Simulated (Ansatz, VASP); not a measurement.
# Two plane-wave programs on SrTiO3

The input POSCAR:

```
SrTiO3
1.0
    3.9068515030      0.0000000000      0.0000000000
    0.0000000000      3.7552656647      0.0000000000
    0.0000000000      0.0000000000      3.9068515030
Sr Ti O
1 1 3
Direct
    0.0000000000      0.0000000000      0.0000000000
    0.5000000000      0.5000000000      0.5000000000
    0.5000000000      0.0000000000      0.5000000000
    0.5000000000      0.5000000000      0.0000000000
    0.0000000000      0.5000000000      0.5000000000
```

File INCAR.step1:

```
SYSTEM = SrTiO3
ALGO = Normal ; EDIFF = 1E-5
ENCUT = 910 ; GGA = PE
GGA_COMPAT = .FALSE. ; ISMEAR = 0
LASPH = .TRUE. ; LCHARG = .FALSE.
LREAL = .FALSE. ; LWAVE = .TRUE.
NBANDS = 28 ; NELM = 120
PREC = Accurate ; SIGMA = 0.01
```

Contents of INCAR.step2:

```
SYSTEM = SrTiO3
ALGO = Normal ; EDIFF = 1E-6
ENCUT = 910 ; GGA_COMPAT = .FALSE.
ISIF = 2 ; ISMEAR = 0
ISTART = 1 ; LASPH = .TRUE.
LCHARG = .FALSE. ; LMIXTAU = .TRUE.
LREAL = .FALSE. ; LWAVE = .FALSE.
METAGGA = R2SCAN ; NBANDS = 28
NELM = 120 ; PREC = Accurate
SIGMA = 0.01
```

Contents of KPOINTS:

```
k-points
0
G
  6 6 6
  0 0 0
```

Input for Ansatz:

```yaml
crystal:
  lattice:
    - [3.906851503, 0.0, 0.0]
    - [0.0, 3.7552656647, 0.0]
    - [0.0, 0.0, 3.906851503]
  atoms:
    - { symbol: Sr, position: [0.0, 0.0, 0.0] }
    - { symbol: Ti, position: [0.5, 0.5, 0.5] }
    - { symbol: O, position: [0.5, 0.0, 0.5] }
    - { symbol: O, position: [0.5, 0.5, 0.0] }
    - { symbol: O, position: [0.0, 0.5, 0.5] }
kpoints:
  mp_grid: { grid: [6, 6, 6] }
  band_path:
    path: [[0.0, 0.0, 0.0], [0.0, 0.5, 0.0], [0.5, 0.5, 0.0], [0.5, 0.5, 0.5]]
    npoints: 1
hamiltonian:
  xc: r2scan
scf:
  occupations: { method: fixed }
  n_extra_bands: 5
output:
  forces: true
  stress: true
  eigenvalues: true
```

Change from the starting cell: uniaxial_y strain -3.9%.

Alike in both runs: task single point; functional r2SCAN; k mesh 6 × 6 × 6; no spin polarisation.

|  | VASP | Ansatz |
| --- | --- | --- |
| version | VASP 6.6.1 | Ansatz 0.2.0 |
| potentials or method | VASP PAW PBE potentials, release 64 (Sr_sv, Ti_sv, O_h) | plane waves, PAW |
| plane-wave cutoff (eV) | 910 | 500 |
| occupations | gaussian, width 0.01 eV | fixed |
| valence electrons in the cell | 40 | 40 |

VASP gave:

| Quantity | Value |
| --- | --- |
| gap on the k mesh at the Fermi level (eV) | 2.30 |

**Question.** What did Ansatz give for the same quantities?

**Answer.** gap on the k mesh at the Fermi level (eV): 2.28.

VASP's potentials were made for PBE, not for r2SCAN.

Noted on VASP's run: the cutoff is short for stress, so the pressure is rough.
